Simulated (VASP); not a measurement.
A run of VASP 6.6.1:

Contents of INCAR:

```
ALGO = Fast ; EDIFF = 1E-6
ENCUT = 520 ; GGA = PS
ISIF = 2 ; ISMEAR = 0
LASPH = True ; LCHARG = False
LREAL = False ; LWAVE = False
NBANDS = 16 ; NELM = 80
PREC = Accurate ; SIGMA = 0.15
```

Contents of KPOINTS:

```
k-points
0
Gamma
  18 18 12
```

Contents of POSCAR:

```
Ir
1.0
    2.7513778946      0.0000000000      0.0000000000
   -1.3756889473      2.3827631521      0.0000000000
    0.0000000000      0.0000000000      4.4622900000
Ir
2
Direct
    0.4558981598      0.2389051482      0.7500000000
    0.3333333333      0.6666666667      0.2500000000
```

Potentials or basis: VASP PAW PBE potentials, release 64 (Ir).

Launch:

```console
$ cat potpaw_PBE.64/Ir/POTCAR > POTCAR
$ mpirun -np 1 vasp_std > vasp.out
```

Hardware: 1 thread of AMD EPYC 7R13, on a shared host.

Q: How long does it take, and how much memory?

A: Run time: 13 min on 1 thread of AMD EPYC 7R13 (shared host), peak memory 0.5 GiB. Counts: scf iterations 18, k points 1148.
